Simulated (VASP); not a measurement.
# Zn4HO4 (a cell with a defect) in VASP: single point with PBEsol

Aim: the single point of Zn4HO4 (a cell with a defect) with PBEsol.

Program: VASP 6.6.1. These are calculated values, not measurements. Logs are shortened: lines on timing, memory, paths and dates and some standing lists are left out, and cuts for length are marked.

## Step 1: The cell of the first run

The cell holds a defect, 9 atoms: a = 5.515 Å, b = 5.515 Å, c = 3.243 Å, α = 90.00°, β = 90.00°, γ = 90.00°.

## Step 2: Single point, PBEsol

File INCAR:

```
  ALGO = Normal
  EDIFF = 1E-6
  ENCUT = 520
  GGA = PS
  ISIF = 2
  ISMEAR = 0
  LASPH = True
  LCHARG = False
  LREAL = False
  LWAVE = False
  NBANDS = 46
  NELM = 100
  PREC = Accurate
  SIGMA = 0.05
```

File KPOINTS:

```
k-points
0
Gamma
  4 4 8
```

File POSCAR:

```
Zn4HO4
1.0
    5.5148137916      0.0000000000      0.0000000000
    0.0000000000      5.5148137916      0.0000000000
    0.0000000000      0.0000000000      3.2430062931
Zn O H
4 4 1
Direct
    0.1820657240      0.1820657240      0.5000000000
    0.8179342760      0.8179342760      0.5000000000
    0.6820657240      0.3179342760      0.0000000000
    0.3179342760      0.6820657240      0.0000000000
    0.8180023132      0.1819976868      0.5000000000
    0.1819976868      0.8180023132      0.5000000000
    0.6819976868      0.6819976868      0.0000000000
    0.3180023132      0.3180023132      0.0000000000
    1.0000405349     -0.5180023132      0.0000000000
```

Potentials or basis: VASP PAW PBE potentials, release 64 (Zn, O, H).

Run with:

```sh
> cat potpaw_PBE.64/Zn/POTCAR potpaw_PBE.64/O/POTCAR potpaw_PBE.64/H/POTCAR > POTCAR
> mpirun -np 1 vasp_std > vasp.out
```

OUTCAR:

```text
EDIFF = 1E-6
   ENCUT = 520
   GGA = PS
   ISIF = 2
   ISMEAR = 0
   LASPH = True
   LREAL = False
   NELM = 100
   PREC = Accurate

 ion  position               nearest neighbor table
   1  0.182  0.182  0.500-   8 1.94   8 1.94   5 2.01   6 2.01   2 2.84
   2  0.818  0.818  0.500-   7 1.94   7 1.94   5 2.01   6 2.01   1 2.84
   3  0.682  0.318  0.000-   5 1.94   5 1.94   8 2.01   7 2.01   4 2.84
   4  0.318  0.682  0.000-   6 1.94   6 1.94   8 2.01   7 2.01   3 2.84
   5  0.818  0.182  0.500-   3 1.94   3 1.94   1 2.01   2 2.01
   6  0.182  0.818  0.500-   4 1.94   4 1.94   1 2.01   2 2.01
   7  0.682  0.682  0.000-   2 1.94   2 1.94   4 2.01   3 2.01
   8  0.318  0.318  0.000-   1 1.94   1 1.94   4 2.01   3 2.01
   9  0.000  0.482  0.000-

  LATTYP: Found a simple tetragonal cell.
 ALAT       =     5.5148137916
 C/A-ratio  =     0.5880536344

  Lattice vectors:

 A1 = (   5.5148137916,   0.0000000000,   0.0000000000)
 A2 = (   0.0000000000,   5.5148137916,   0.0000000000)
 A3 = (   0.0000000000,   0.0000000000,   3.2430062931)

Analysis of symmetry for initial positions (statically):
=====================================================================
 Subroutine PRICEL returns:
 Original cell was already a primitive cell.

 Routine SETGRP: Setting up the symmetry group for a
 simple tetragonal supercell.

 Subroutine GETGRP returns: Found  2 space group operations
 (whereof  2 operations were pure point group operations)
 out of a pool of 16 trial point group operations.

The static configuration has the point symmetry C_1h.

Analysis of symmetry for dynamics (positions and initial velocities):
=====================================================================
 Subroutine PRICEL returns:
 Original cell was already a primitive cell.

 Routine SETGRP: Setting up the symmetry group for a
 simple tetragonal supercell.

 Subroutine GETGRP returns: Found  2 space group operations
 (whereof  2 operations were pure point group operations)
 out of a pool of 16 trial point group operations.

The dynamic configuration has the point symmetry C_1h.

 Subroutine INISYM returns: Found  2 space group operations
 (whereof  2 operations are pure point group operations),
 and found     1 'primitive' translations

----------------------------------------------------------------------------------------

                                     Primitive cell

[... 106 lines left out ...]
   EDIFFG = 0.1E-04   stopping-criterion for IOM
   NSW    =      0    number of steps for IOM
   IBRION =     -1    ionic relax: 0-MD 1-quasi-New 2-CG
   NFREE  =      0    steps in history (QN), initial steepest desc. (CG)
   ISIF   =      2    stress and relaxation
   ISYM   =      2    0-nonsym 1-usesym 2-fastsym
   POTIM  = 0.5000    time-step for ionic-motion
   TEBEG  =    0.0;   TEEND  =   0.0 temperature during run
   PSTRESS=    0.0 pullay stress
   NELECT =      73.0000    total number of electrons
   NUPDOWN=      -1.0000    fix difference up-down
   EMIN   =  10.00;   EMAX   =-10.00  energy-range for DOS
   EFERMI =   0.00;   METHOD = LEGACY
   ISMEAR =     0;   SIGMA  =   0.05  broadening in eV -4-tet -1-fermi 0-gaus
   EFERMI_NEDOS =   21; number of points for ismear=-14 and -15
   IALGO  =     38    algorithm
   IMIX   =      4    mixing-type and parameters
     AMIX     =   0.40;   BMIX     =  1.00
     AMIX_MAG =   1.60;   BMIX_MAG =  1.00
  volume/ion in A,a.u.               =      10.96        73.95
  Fermi-wavevector in a.u.,A,eV,Ry     =   1.480855  2.798411 29.836656  2.192932
  Thomas-Fermi vector in A             =   2.594838
   LORBIT       =      0    0 simple, 1 ext, 2 COOP (PROOUT), +10 PAW based schemes
   GGA     = PS    functional components
   LHFCALC =     F    Hartree Fock is set to
   AEXX    =    0.0000 exact exchange contribution
   IVDW    =     0    specifies the selected vdW correction
   LEPSILON=     F    determine dielectric tensor
   LRPA    =     F    only Hartree local field effects (RPA)
 non-spin polarized calculation
 Gauss-broadening in eV      SIGMA  =   0.05
  energy-cutoff  :      520.00
  volume of cell :       98.63
 maximum number of plane-waves:      2684
 NGX is ok and might be reduce to    42
   NGX = 21   NGY = 21   NGZ = 13

 number of electron      73.0000001 magnetization

 Free energy of the ion-electron system (eV)
  ---------------------------------------------------
  ext. energy  EPLUGINS =         0.00000000
  ---------------------------------------------------
  free energy    TOTEN  =       -39.56229098 eV

  energy without entropy =      -39.56013001  energy(sigma->0) =      -39.56121049

 E-fermi :   2.1357     XC(G=0): -11.1653

 val. band max:        2.0691661899   @ k =   0.5000   0.0000   0.2500
 cond. band min:       2.1384434480   @ k =   0.2500   0.2500   0.2500
 fundamental gap:      0.0692772581
 Fermi energy:         2.1357403041

 k-point     1 :       0.0000    0.0000    0.0000
  band No.  band energies     occupation
      1     -17.1879      2.00000
      2     -16.5354      2.00000
      3     -16.2743      2.00000
      4     -16.2416      2.00000
      5      -5.5038      2.00000
      6      -5.2250      2.00000
[... 1165 lines left out ...]
     45      10.0673      0.00000
     46      10.4184      0.00000

 [... further k-points ...]
[... 5 lines left out ...]
  --------------------------------------------------------------------------------------
  -------------------------------------------------------------------------------------
  Total        0.6607003      2.7513666      2.7202155     -0.6253414      0.0000000      0.0000000
  in kB       10.7326162     44.6940337     44.1880060    -10.1582358      0.0000000      0.0000000
  external PRESSURE =      33.2048853 kB  Pullay stress =       0.0000000 kB

 VOLUME and BASIS-vectors are now :
 -----------------------------------------------------------------------------
  energy-cutoff  :      520.00
  volume of cell :       98.63
      direct lattice vectors                 reciprocal lattice vectors
     5.514813792  0.000000000  0.000000000     0.181329785  0.000000000  0.000000000
     0.000000000  5.514813792  0.000000000     0.000000000  0.181329785  0.000000000
     0.000000000  0.000000000  3.243006293     0.000000000  0.000000000  0.308355862

 POSITION                                       TOTAL-FORCE (eV/Angst)
 -----------------------------------------------------------------------------------
      1.00406      1.00406      1.62150        -0.225764     -0.148762      0.000000
      4.51076      4.51076      1.62150         0.188830      0.072046      0.000000
      3.76147      1.75335      0.00000         0.510380      0.111949      0.000000
      1.75335      3.76147      0.00000        -0.409792      0.028221      0.000000
      4.51113      1.00368      1.62150        -0.263527     -0.499993      0.000000
      1.00368      4.51113      1.62150         0.190629      0.405769      0.000000
      3.76109      3.76109      0.00000        -0.616845      0.331601      0.000000
      1.75372      1.75372      0.00000         0.648717     -0.330161      0.000000
      0.00022      2.65813      0.00000        -0.022627      0.029331      0.000000
 -----------------------------------------------------------------------------------
    total drift:                               -0.000122     -0.000217     -0.000000

  FREE ENERGIE OF THE ION-ELECTRON SYSTEM (eV)
  ---------------------------------------------------
  free  energy   TOTEN  =       -39.5622909819 eV

  energy  without entropy=      -39.5601300071  energy(sigma->0) =      -39.56121049
```

OSZICAR:

```text
N       E                     dE             d eps       ncg     rms          rms(c)
DAV:   1     0.765670054319E+03    0.76567E+03   -0.34954E+04  4608   0.226E+03
DAV:   2     0.767806769811E+02   -0.68889E+03   -0.65400E+03  4654   0.535E+02
DAV:   3    -0.390892255028E+02   -0.11587E+03   -0.11327E+03  5036   0.200E+02
DAV:   4    -0.451159240249E+02   -0.60267E+01   -0.59803E+01  5320   0.479E+01
DAV:   5    -0.451751108598E+02   -0.59187E-01   -0.59168E-01  4926   0.501E+00    0.203E+01
DAV:   6    -0.393127212336E+02    0.58624E+01   -0.17936E+01  7572   0.763E+01    0.134E+01
DAV:   7    -0.396555299579E+02   -0.34281E+00   -0.60565E+00  5122   0.239E+01    0.807E+00
DAV:   8    -0.396689021998E+02   -0.13372E-01   -0.16154E+00  6520   0.188E+01    0.268E+00
DAV:   9    -0.395623622553E+02    0.10654E+00   -0.29632E-01  7002   0.124E+01    0.779E-01
DAV:  10    -0.395613929998E+02    0.96926E-03   -0.13069E-01  6178   0.284E+00    0.167E-01
DAV:  11    -0.395621886657E+02   -0.79567E-03   -0.11225E-02  5244   0.114E+00    0.100E-01
DAV:  12    -0.395622682773E+02   -0.79612E-04   -0.77616E-04  5226   0.531E-01    0.692E-02
DAV:  13    -0.395622975979E+02   -0.29321E-04   -0.46088E-04  6942   0.399E-01    0.277E-02
DAV:  14    -0.395622902392E+02    0.73587E-05   -0.79465E-05  5194   0.954E-02    0.124E-02
DAV:  15    -0.395622910904E+02   -0.85120E-06   -0.23269E-05  5706   0.522E-02    0.650E-03
DAV:  16    -0.395622909819E+02    0.10850E-06   -0.37227E-06  4728   0.458E-02
   1 F= -.39562291E+02 E0= -.39561210E+02  d E =-.216097E-02
```

Wall time 5.9 min (1 thread of AMD EPYC 7R43 (Zen 3), shared host); peak memory 0.27 GiB.

What came out:

* Free energy: -39.5623 eV
* Pressure: 3.3 GPa
* Largest force: 0.728 eV/Å
* Band gap on the k mesh: zero (an odd number of electrons rules out a gap without spin polarisation)

Forces in eV/Å, atoms in the order of the input:
```
Zn  -0.226 -0.149  0.000
Zn   0.189  0.072  0.000
Zn   0.510  0.112  0.000
Zn  -0.410  0.028  0.000
O   -0.264 -0.500  0.000
O    0.191  0.406  0.000
O   -0.617  0.332  0.000
O    0.649 -0.330  0.000
H   -0.023  0.029  0.000
```

Stress tensor (GPa, compression positive):
```
 1.07 -1.02  0.00
-1.02  4.47  0.00
 0.00  0.00  4.42
```

Levels at points of the mesh, in eV from the Fermi level:
```
           k point  band 33  band 34  band 35  band 36  band 37  band 38  band 39  band 40  band 41  band 42
(0.00, 0.00, 0.00)    -1.84    -1.37    -1.36    -1.33    -1.14     2.60     3.88     4.02     5.67     6.80
(0.50, 0.00, 0.00)    -1.74    -1.62    -1.57    -1.56    -0.24     1.93     3.53     4.74     5.38     6.82
(0.00, 0.50, 0.00)    -1.89    -1.72    -1.59    -1.54     0.17     1.92     3.44     4.72     6.17     6.97
(0.50, 0.50, 0.00)    -2.07    -2.00    -1.96    -1.90    -0.25     2.95     3.03     3.40     6.08     7.31
(0.00, 0.00, 0.50)    -2.92    -2.91    -2.60    -2.42     0.72     4.47     5.47     6.58     6.74     6.77
(0.50, 0.00, 0.50)    -2.96    -2.68    -2.33    -2.14    -0.15     4.43     4.62     5.51     6.27     6.59
(0.00, 0.50, 0.50)    -2.95    -2.64    -2.30    -2.14     0.68     4.73     5.07     5.44     6.44     6.55
(0.50, 0.50, 0.50)    -2.67    -2.47    -2.46    -2.38    -0.43     3.93     4.65     4.73     5.86     6.61
```

Caveat: the PAW data sets were made with another functional, which shifts forces and pressure a little; an odd number of electrons without spin polarisation forces a metal; a magnetic or distorted state may lie lower.
